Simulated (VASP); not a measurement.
# RbGe4N2 (P3m1) in VASP: a series of runs

RbGe4N2 is run at these levels: PBE; tasks: single point.

All numbers are computed with VASP 6.6.1; they aren't measurements. Logs are shortened: lines on timing, memory, paths and dates and some standing lists are left out, and cuts for length are marked.

## 1. The cell of the first run

Symmetry: P3m1, No. 156, trigonal system. The conventional cell has a = 3.127 Å, b = 3.127 Å, c = 14.522 Å, α = 90.00°, β = 90.00°, γ = 120.00°. Within 3.7 Å of Rb (site symmetry 3m) lie 3 N at 2.83 Å and 6 Rb at 3.13 Å and 4 Ge at 3.15 to 3.65 Å. Ge (site symmetry 3m) has 9 Ge at 2.95 to 3.13 Å and 1 N at 3.26 Å and 3 Rb at 3.65 Å within 3.9 Å. Within 2.8 Å of Ge (site symmetry 3m) lie 1 N at 2.08 Å. Ge (site symmetry 3m) has 3 N at 2.05 Å within 2.7 Å. Within 2.7 Å of Ge (site symmetry 3m) lie 3 N at 2.03 Å. Within 2.7 Å of N (site symmetry 3m) lie 3 Ge at 2.05 Å. N (site symmetry 3m) has 4 Ge at 2.03 to 2.08 Å within 2.7 Å.

## 2. Single point, PBE

Input file INCAR:

```
SYSTEM = RbGe4N2
PREC = Accurate
ENCUT = 520
EDIFF = 1E-7
ISMEAR = 0
SIGMA = 0.1
LREAL = .False.
LASPH = .True.
NELM = 100
ALGO = Normal
ISIF = 2
LWAVE = .False.
LCHARG = .False.
GGA = PE
NBANDS = 46
```

Input file KPOINTS:

```
Automatic mesh
0
Gamma
  15 15 4
  0 0 0
```

Input file POSCAR:

```
RbGe4N2
1.0
    3.1274849615      0.0000000000      0.0000000000
   -1.5637424807      2.7084814266      0.0000000000
    0.0000000000      0.0000000000     14.5220418470
Rb Ge N
1 4 2
Direct
    0.0000000000      0.0000000000      0.6299575708
    0.3333333333      0.6666666667      0.8481546262
    0.3333333333      0.6666666667      0.2159749601
    0.0000000000      0.0000000000      0.4129375674
    0.0000000000      0.0000000000      0.0085796026
    0.6666666667      0.3333333333      0.4798220752
    0.3333333333      0.6666666667      0.0725736576
```

Potentials or basis: VASP PAW PBE potentials, release 64 (Rb_sv, Ge_d, N).

Command:

```bash
cat potpaw_PBE.64/Rb_sv/POTCAR potpaw_PBE.64/Ge_d/POTCAR potpaw_PBE.64/N/POTCAR > POTCAR
mpirun -np 1 vasp_std > vasp.out
```

OUTCAR:

```text
SYSTEM = RbGe4N2
   PREC = Accurate
   ENCUT = 520
   EDIFF = 1E-7
   ISMEAR = 0
   LREAL = .False.
   LASPH = .True.
   NELM = 100
   ISIF = 2
   GGA = PE

 ion  position               nearest neighbor table
   1  0.000  0.000  0.630-   6 2.83   6 2.83   6 2.83   4 3.15   2 3.65   2 3.65   2 3.65
   2  0.333  0.667  0.848-   1 3.65   1 3.65   1 3.65
   3  0.333  0.667  0.216-   7 2.08
   4  0.000  0.000  0.413-   6 2.05   6 2.05   6 2.05   1 3.15
   5  0.000  0.000  0.009-   7 2.03   7 2.03   7 2.03
   6  0.667  0.333  0.480-   4 2.05   4 2.05   4 2.05   1 2.83   1 2.83   1 2.83
   7  0.333  0.667  0.073-   5 2.03   5 2.03   5 2.03   3 2.08

  LATTYP: Found a hexagonal cell.
 ALAT       =     3.1274849615
 C/A-ratio  =     4.6433610475

  Lattice vectors:

 A1 = (   3.1274849615,   0.0000000000,   0.0000000000)
 A2 = (  -1.5637424807,   2.7084814266,   0.0000000000)
 A3 = (   0.0000000000,   0.0000000000,  14.5220418470)

Analysis of symmetry for initial positions (statically):
=====================================================================
 Subroutine PRICEL returns:
 Original cell was already a primitive cell.

 Routine SETGRP: Setting up the symmetry group for a
 hexagonal supercell.

 Subroutine GETGRP returns: Found  6 space group operations
 (whereof  6 operations were pure point group operations)
 out of a pool of 24 trial point group operations.

The static configuration has the point symmetry C_3v.

Analysis of symmetry for dynamics (positions and initial velocities):
=====================================================================
 Subroutine PRICEL returns:
 Original cell was already a primitive cell.

 Routine SETGRP: Setting up the symmetry group for a
 hexagonal supercell.

 Subroutine GETGRP returns: Found  6 space group operations
 (whereof  6 operations were pure point group operations)
 out of a pool of 24 trial point group operations.

The dynamic configuration has the point symmetry C_3v.

 Subroutine INISYM returns: Found  6 space group operations
 (whereof  6 operations are pure point group operations),
 and found     1 'primitive' translations

----------------------------------------------------------------------------------------

                                     Primitive cell

  volume of cell :     123.0124

  direct lattice vectors                    reciprocal lattice vectors
     3.127484961  0.000000000  0.000000000     0.319745742  0.184605290  0.000000000
    -1.563742481  2.708481427  0.000000000     0.000000000  0.369210581  0.000000000
     0.000000000  0.000000000 14.522041847     0.000000000  0.000000000  0.068860840

  length of vectors
     3.127484961  3.127484961 14.522041847     0.369210581  0.369210581  0.068860840

  position of ions in fractional coordinates (direct lattice)
     0.000000000  0.000000000  0.629957571
     0.333333333  0.666666667  0.848154626
     0.333333333  0.666666667  0.215974960
     0.000000000  0.000000000  0.412937567
     0.000000000  0.000000000  0.008579603
     0.666666667  0.333333333  0.479822075
     0.333333333  0.666666667  0.072573658

  ion indices of the primitive-cell ions
   primitive index   ion index
                 1           1
                 2           2
                 3           3
                 4           4
                 5           5
                 6           6
                 7           7

----------------------------------------------------------------------------------------

 KPOINTS: Automatic mesh

Automatic generation of k-mesh.
 Grid dimensions read from file:
 generate k-points for:   15   15    4

 Generating k-lattice:

  Cartesian coordinates                     Fractional coordinates (reciprocal lattice)
     0.021316383  0.012307019  0.000000000     0.066666667  0.000000000  0.000000000
     0.000000000  0.024614039  0.000000000     0.000000000  0.066666667  0.000000000
     0.000000000  0.000000000  0.017215210     0.000000000  0.000000000  0.250000000

  Length of vectors
     0.024614039  0.024614039  0.017215210

  Shift w.r.t. Gamma in fractional coordinates (k-lattice)
     0.000000000  0.000000000  0.000000000

 Subroutine IBZKPT returns following result:
 ===========================================

 Found    100 irreducible k-points:

 Following reciprocal coordinates:
            Coordinates               Weight
  0.000000  0.000000  0.000000      1.000000
  0.066667  0.000000  0.000000      6.000000
  0.133333  0.000000  0.000000      6.000000
  0.200000  0.000000  0.000000      6.000000
  0.266667  0.000000  0.000000      6.000000
  0.333333 -0.000000  0.000000      6.000000
[... 16 lines left out ...]
  0.333333  0.200000  0.000000     12.000000
  0.400000  0.200000  0.000000      6.000000
 [... further k-points ...]
   k-points           NKPTS =    100   k-points in BZ     NKDIM =    100   number of bands    NBANDS=     46
   number of dos      NEDOS =    301   number of ions     NIONS =      7
   total plane-waves  NPLWV =  62208
   dimension x,y,z NGX =    24 NGY =   24 NGZ =  108
   dimension x,y,z NGXF=    48 NGYF=   48 NGZF=  216
   ions per type =               1   4   2
   NGX,Y,Z   is equivalent  to a cutoff of  12.76, 12.76, 12.36 a.u.
   NGXF,Y,Z  is equivalent  to a cutoff of  25.52, 25.52, 24.73 a.u.
 SYSTEM =  RbGe4N2
   PREC   = accura    normal or accurate (medium, high low for compatibility)
   ISTART =      0    job   : 0-new  1-cont  2-samecut
   ICHARG =      2    charge: 1-file 2-atom 10-const
   ISPIN  =      1    spin polarized calculation?
   LNONCOLLINEAR =      F non collinear calculations
   LSORBIT =      F    spin-orbit coupling
   LASPH  =      T    aspherical Exc in radial PAW
   ENCUT  =  520.0 eV  38.22 Ry    6.18 a.u.   5.82  5.82 27.00*2*pi/ulx,y,z
   NELM   =    100;   NELMIN=  2; NELMDL= -5     # of ELM steps
   EDIFF  = 0.1E-06   stopping-criterion for ELM
   LREAL  =      F    real-space projection
   EDIFFG = 0.1E-05   stopping-criterion for IOM
   NSW    =      0    number of steps for IOM
   IBRION =     -1    ionic relax: 0-MD 1-quasi-New 2-CG
   NFREE  =      0    steps in history (QN), initial steepest desc. (CG)
   ISIF   =      2    stress and relaxation
   ISYM   =      2    0-nonsym 1-usesym 2-fastsym
   POTIM  = 0.5000    time-step for ionic-motion
   TEBEG  =    0.0;   TEEND  =   0.0 temperature during run
   PSTRESS=    0.0 pullay stress
   NELECT =      75.0000    total number of electrons
   NUPDOWN=      -1.0000    fix difference up-down
   EMIN   =  10.00;   EMAX   =-10.00  energy-range for DOS
   EFERMI =   0.00;   METHOD = LEGACY
   ISMEAR =     0;   SIGMA  =   0.10  broadening in eV -4-tet -1-fermi 0-gaus
   EFERMI_NEDOS =   21; number of points for ismear=-14 and -15
   IALGO  =     38    algorithm
   IMIX   =      4    mixing-type and parameters
     AMIX     =   0.40;   BMIX     =  1.00
     AMIX_MAG =   1.60;   BMIX_MAG =  1.00
  volume/ion in A,a.u.               =      17.57       118.59
  Fermi-wavevector in a.u.,A,eV,Ry     =   1.388180  2.623279 26.219007  1.927043
  Thomas-Fermi vector in A             =   2.512330
   LORBIT       =      0    0 simple, 1 ext, 2 COOP (PROOUT), +10 PAW based schemes
   GGA     = PE    functional components
   LHFCALC =     F    Hartree Fock is set to
   AEXX    =    0.0000 exact exchange contribution
   IVDW    =     0    specifies the selected vdW correction
   LEPSILON=     F    determine dielectric tensor
   LRPA    =     F    only Hartree local field effects (RPA)
 non-spin polarized calculation
 Gauss-broadening in eV      SIGMA  =   0.10
  energy-cutoff  :      520.00
  volume of cell :      123.01
 maximum number of plane-waves:      3340
   NGX = 11   NGY = 11   NGZ = 55

 number of electron      74.9999973 magnetization

 Free energy of the ion-electron system (eV)
  ---------------------------------------------------
  ext. energy  EPLUGINS =         0.00000000
  ---------------------------------------------------
  free energy    TOTEN  =       -33.16964862 eV

  energy without entropy =      -33.15619066  energy(sigma->0) =      -33.16291964

 E-fermi :   5.5497     XC(G=0): -10.5936

 val. band max:        5.5478015812   @ k =   0.2667   0.2000   0.5000
 cond. band min:       5.5597162618   @ k =   0.4667   0.0667   0.5000
 fundamental gap:      0.0119146806
 Fermi energy:         5.5496690752

 k-point     1 :       0.0000    0.0000    0.0000
  band No.  band energies     occupation
      1     -23.9458      2.00000
      2     -19.9076      2.00000
      3     -19.9076      2.00000
      4     -19.8660      2.00000
      5     -19.8282      2.00000
      6     -19.8282      2.00000
[... 38 lines left out ...]
     45      11.4289      0.00000
     46      12.4207      0.00000

 k-point     2 :       0.0667    0.0000    0.0000
  band No.  band energies     occupation
      1     -23.9190      2.00000
      2     -19.9099      2.00000
      3     -19.9047      2.00000
      4     -19.8634      2.00000
      5     -19.8301      2.00000
      6     -19.8285      2.00000
[... 38 lines left out ...]
     45      11.3328      0.00000
     46      11.8373      0.00000

 k-point     3 :       0.1333    0.0000    0.0000
  band No.  band energies     occupation
      1     -23.8420      2.00000
      2     -19.9163      2.00000
      3     -19.8966      2.00000
      4     -19.8567      2.00000
      5     -19.8352      2.00000
      6     -19.8294      2.00000
[... 38 lines left out ...]
     45      11.0758      0.00000
     46      11.2732      0.00000

 k-point     4 :       0.2000    0.0000    0.0000
  band No.  band energies     occupation
      1     -23.7254      2.00000
      2     -19.9260      2.00000
      3     -19.8848      2.00000
      4     -19.8501      2.00000
      5     -19.8393      2.00000
      6     -19.8305      2.00000
[... 920 lines left out ...]
     45       9.7808      0.00000
     46      10.4027      0.00000

 k-point    23 :       0.3333    0.2000    0.0000
  band No.  band energies     occupation
      1     -23.2344      2.00000
      2     -19.9442      2.00000
      3     -19.8660      2.00000
      4     -19.8609      2.00000
      5     -19.8363      2.00000
      6     -19.8106      2.00000
[... 38 lines left out ...]
     45       9.5973      0.00000
     46      10.5789      0.00000

 k-point    24 :       0.4000    0.2000    0.0000
  band No.  band energies     occupation
      1     -23.2079      2.00000
      2     -19.9452      2.00000
      3     -19.8654      2.00000
      4     -19.8616      2.00000
      5     -19.8346      2.00000
      6     -19.8106      2.00000
[... 38 lines left out ...]
     45       9.5337      0.00000
     46      10.6632      0.00000

 [... further k-points ...]
[... 5 lines left out ...]
  --------------------------------------------------------------------------------------
  -------------------------------------------------------------------------------------
  Total        0.0575922      0.0575922      0.0622753      0.0000000      0.0000000      0.0000000
  in kB        0.7501110      0.7501110      0.8111059      0.0000000      0.0000000      0.0000000
  external PRESSURE =       0.7704426 kB  Pullay stress =       0.0000000 kB

 VOLUME and BASIS-vectors are now :
 -----------------------------------------------------------------------------
  energy-cutoff  :      520.00
  volume of cell :      123.01
      direct lattice vectors                 reciprocal lattice vectors
     3.127484961  0.000000000  0.000000000     0.319745742  0.184605290  0.000000000
    -1.563742481  2.708481427  0.000000000     0.000000000  0.369210581  0.000000000
     0.000000000  0.000000000 14.522041847     0.000000000  0.000000000  0.068860840

 POSITION                                       TOTAL-FORCE (eV/Angst)
 -----------------------------------------------------------------------------------
      0.00000      0.00000      9.14827         0.000000     -0.000000      0.024945
     -0.00000      1.80565     12.31694         0.000000     -0.000000     -0.000979
     -0.00000      1.80565      3.13640         0.000000     -0.000000      0.010967
      0.00000      0.00000      5.99670         0.000000     -0.000000     -0.024397
      0.00000      0.00000      0.12459        -0.000000      0.000000     -0.011914
      1.56374      0.90283      6.96800         0.000000     -0.000000     -0.001513
     -0.00000      1.80565      1.05392         0.000000     -0.000000      0.002892
 -----------------------------------------------------------------------------------
    total drift:                                0.000000     -0.000000     -0.000034

  FREE ENERGIE OF THE ION-ELECTRON SYSTEM (eV)
  ---------------------------------------------------
  free  energy   TOTEN  =       -33.1696486158 eV

  energy  without entropy=      -33.1561906555  energy(sigma->0) =      -33.16291964
```

It took 5.3 min on 1 thread of Intel Xeon 6975P-C (Granite Rapids), shared host; peak memory 0.55 GiB.

Results:

| Item | Value |
| --- | --- |
| Free energy | -33.1696 eV |
| Pressure | 0.1 GPa |
| Largest force | 0.025 eV/Å |

Forces in eV/Å, atoms in the order of the input:
```
Rb   0.000  0.000  0.025
Ge   0.000  0.000 -0.001
Ge   0.000  0.000  0.011
Ge   0.000  0.000 -0.024
Ge   0.000  0.000 -0.012
N    0.000  0.000 -0.002
N    0.000  0.000  0.003
```

## 3. Single point, PBE

This run uses another cell than the first one, of 17.81 Å³/atom, 1.013 times its volume.

Input file INCAR:

```
SYSTEM = RbGe4N2
PREC = Accurate ; ENCUT = 520
EDIFF = 1E-6 ; ISMEAR = 0
SIGMA = 0.1 ; LREAL = .False.
LASPH = .True. ; NELM = 100
ALGO = Normal ; ISIF = 2
LWAVE = .False. ; LCHARG = .True.
GGA = PE ; LELF = .True.
LVHAR = .True. ; NBANDS = 46
```

Input file KPOINTS:

```
Automatic mesh
0
Gamma
  6 6 2
  0 0 0
```

Input file POSCAR:

```
RbGe4N2
1.0
    3.1173343285      0.0000000024      0.0000000000
   -1.5586671663      2.6996907193      0.0000000000
    0.0000000000      0.0000000000     14.8108964901
Rb Ge N
1 4 2
Direct
    0.0000000000      0.0000000000      0.6247078820
    0.3333333333      0.6666666667      0.8429431496
    0.3333333333      0.6666666667      0.2181538474
    0.0000000000      0.0000000000      0.4122431368
    0.0000000000      0.0000000000      1.0153837019
    0.6666666667      0.3333333333      0.4779713453
    0.3333333333      0.6666666667      0.0765969969
```

Potentials or basis: VASP PAW PBE potentials, release 64 (Rb_sv, Ge_d, N).

Command:

```bash
cat potpaw_PBE.64/Rb_sv/POTCAR potpaw_PBE.64/Ge_d/POTCAR potpaw_PBE.64/N/POTCAR > POTCAR
mpirun -np 1 vasp_std > vasp.out
```

It took 56 s on 1 thread of Intel Xeon 6975P-C (Granite Rapids), shared host; peak memory 0.27 GiB.

It converged, with:

- Free energy: -33.1852 eV
- Pressure: 0.2 GPa
- Largest force: 0.050 eV/Å

Forces in eV/Å, atoms in the order of the input:
```
Rb   0.000  0.000  0.025
Ge   0.000  0.000  0.000
Ge   0.000  0.000  0.026
Ge   0.000  0.000 -0.042
Ge   0.000  0.000 -0.050
N    0.000  0.000  0.012
N    0.000  0.000  0.029
```

Stress tensor (GPa, compression positive):
```
0.10 0.00 0.00
0.00 0.10 0.00
0.00 0.00 0.27
```

Levels at points of the mesh, in eV from the Fermi level:
| k point | band 36 | band 37 | band 38 | band 39 | band 40 | band 41 |
| --- | --- | --- | --- | --- | --- | --- |
| (0.00, 0.00, 0.00) | -0.93 | -0.57 | 1.44 | 2.32 | 2.91 | 5.03 |
| (0.50, 0.00, 0.00) | -2.91 | -1.18 | -1.05 | 0.20 | 0.87 | 1.34 |
| (0.00, 0.00, 0.50) | -1.54 | 0.15 | 1.32 | 2.11 | 3.03 | 5.00 |
| (0.50, 0.00, 0.50) | -2.91 | -1.25 | -0.81 | -0.19 | 0.94 | 1.81 |

Caveat: the k points lie up to 0.39 Å⁻¹ apart.

## 4. Single point, PBE

This run uses another cell than the first one, of 21.16 Å³/atom, 1.204 times its volume.

Input file INCAR:

```
SYSTEM = RbGe4N2
  PREC = Accurate
  ENCUT = 520
  EDIFF = 1E-6
  ISMEAR = 0
  SIGMA = 0.1
  LREAL = .False.
  LASPH = .True.
  NELM = 100
  ALGO = Normal
  ISIF = 2
  LWAVE = .False.
  LCHARG = .False.
  GGA = PE
  NBANDS = 46
```

Input file KPOINTS:

```
regular mesh
0
Gamma
  6 6 2
  0 0 0
```

Input file POSCAR:

```
RbGe4N2
1.0
    3.7562605700      0.0000000000      0.0000000000
   -1.8781302900      3.2530170800      0.0000000000
    0.0000000000      0.0000000000     12.1239962200
Rb Ge N
1 4 2
Direct
    0.0000000000      0.0000000000      0.7033190100
    0.3333333300      0.6666666700      0.7432990100
    0.3333333300      0.6666666700      0.2700730000
    0.0000000000      0.0000000000      0.4921770100
    0.0000000000      0.0000000000      0.9902250200
    0.6666666700      0.3333333300      0.3928050100
    0.3333333300      0.6666666700      0.0761020000
```

Command:

```bash
cat potpaw_PBE.64/Rb_sv/POTCAR potpaw_PBE.64/Ge_d/POTCAR potpaw_PBE.64/N/POTCAR > POTCAR
mpirun -np 1 vasp_std > vasp.out
```

Run time: 75 s. Hardware: 1 thread of Intel Xeon 6975P-C (Granite Rapids), shared host; peak memory 0.28 GiB.

Results (log left out):

```yaml
Free_energy: -20.0685 eV
Pressure: 8.1 GPa
Largest_force: 4.488 eV/Å
```

Forces in eV/Å, atoms in the order of the input:
```
Rb   0.000  0.000 -1.301
Ge   0.000  0.000  4.385
Ge   0.000  0.000 -0.727
Ge   0.000  0.000 -4.488
Ge   0.000  0.000  1.985
N    0.000  0.000  0.304
N    0.000  0.000 -0.158
```

Stress tensor (GPa, compression positive):
```
12.07  0.00  0.00
 0.00 12.07  0.00
 0.00  0.00  0.06
```

Levels at points of the mesh, in eV from the Fermi level:
| k point | band 36 | band 37 | band 38 | band 39 | band 40 | band 41 |
| --- | --- | --- | --- | --- | --- | --- |
| (0.00, 0.00, 0.00) | -1.04 | -0.57 | -0.57 | -0.01 | 1.24 | 2.37 |
| (0.50, 0.00, 0.00) | -1.62 | -0.42 | -0.37 | 0.96 | 1.83 | 2.09 |
| (0.00, 0.00, 0.50) | -0.96 | -0.57 | -0.57 | 0.01 | 1.18 | 2.42 |
| (0.50, 0.00, 0.50) | -1.39 | -0.70 | -0.49 | 1.20 | 1.63 | 1.97 |

Caveat: forces of over 1 eV/Å act on the atoms, so gaps and moduli don't describe the material at rest.

## 5. The runs side by side

```csv
cell,k mesh,gap on the mesh (eV),pressure (GPa),largest force (eV/Å)
"a = 3.127, b = 3.127, c = 14.522 Å, angles 90.0, 90.0, 120.0°, 7 atoms",15 × 15 × 4,none,0.1,0.02
"a = 3.117, b = 3.117, c = 14.811 Å, angles 90.0, 90.0, 120.0°, 7 atoms",6 × 6 × 2,none,0.2,0.05
"a = 3.756, b = 3.756, c = 12.124 Å, angles 90.0, 90.0, 120.0°, 7 atoms",6 × 6 × 2,none,8.1,4.49
```

Alike in all rows: task single point; level PBE; potentials or basis VASP PAW PBE potentials, release 64 (Rb_sv, Ge_d, N); no spin polarisation; cutoff (eV) 520; smearing gaussian 0.1 eV.

Caveats: some runs use coarse meshes; forces of over 1 eV/Å act on the atoms, so gaps and moduli don't describe the material at rest (some runs).

Absolute energies hang on the potentials; compare differences alone.
